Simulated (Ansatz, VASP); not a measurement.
# Be in VASP and in Ansatz

INCAR

```
SYSTEM = Be
PREC     = Accurate       ! precision mode
ENCUT    = 600            ! plane-wave cutoff, eV
EDIFF    = 1E-7           ! SCF threshold, eV
ISMEAR   = 0              ! smearing method
SIGMA    = 0.1            ! smearing width, eV
LREAL    = .FALSE.        ! projectors in reciprocal space
LASPH    = .TRUE.         ! aspherical terms in the spheres
NELM     = 120            ! most SCF steps
ALGO     = Normal         ! electronic algorithm
ISIF     = 3              ! what is computed and relaxed
LWAVE    = .FALSE.        ! write WAVECAR
LCHARG   = .FALSE.        ! write CHGCAR
IBRION   = 2              ! ionic algorithm
NSW      = 70             ! ionic steps
EDIFFG   = -0.005         ! ionic threshold
GGA_COMPAT= .FALSE.      
NELMIN   = 4
```

File KPOINTS:

```
Automatic mesh
0
G
  21 21 12
  0 0 0
```

Contents of POSCAR:

```
Be
1.0
    2.2142215394      0.0000000000      0.0000000000
   -1.1071107697      1.9175721027      0.0000000000
    0.0000000000      0.0000000000      3.5000027207
Be
2
Direct
    0.3333333333      0.6666666667      0.2500000000
    0.6666666667      0.3333333333      0.7500000000
```

Input for Ansatz:

```yaml
crystal:
  lattice:
    - [2.2142215394, 0.0, 0.0]
    - [-1.1071107697, 1.9175721027, 0.0]
    - [0.0, 0.0, 3.5000027207]
  atoms:
    - { symbol: Be, position: [0.3333333333, 0.6666666667, 0.25] }
    - { symbol: Be, position: [0.6666666667, 0.3333333333, 0.75] }
basis:
  ecutwfc: 420
kpoints:
  mp_grid: { grid: [21, 21, 12] }
hamiltonian:
  xc: lda
scf:
  occupations: { method: gaussian, width: 0.1 }
output:
  forces: true
  stress: true
  eigenvalues: true
relax:
  adjacent_minimum: "off"
  f_tol: 0.005
  max_steps: 50
  cell: { stress_tol: 0.05 }
```

Alike in both runs: task relaxation of cell and atoms; functional LDA; k mesh 21 × 21 × 12; occupations gaussian, width 0.1 eV; no spin polarisation.

|  | VASP | Ansatz |
| --- | --- | --- |
| version | VASP 6.6.1 | Ansatz 0.2.0 |
| potentials or method | VASP PAW LDA potentials, release 64 (Be), cutoff 600 eV | scalar-relativistic, plane waves, PAW |
| valence electrons in the cell | 4 | 4 |

```tsv
	VASP	Ansatz	Ansatz less VASP
gap on the k mesh at the Fermi level, each at its own relaxed structure (eV)	none	none	-
relaxed volume (Å³/atom)	7.57	7.55	-0.028
relaxed cell length with the largest relative difference (Å)	2.229	2.226	-0.0028
```

LDA's correlation is that of Perdew and Zunger in VASP and of Perdew and Wang (1992) in Ansatz. A gap of «none» marks a metal or a gap that the smearing closes.
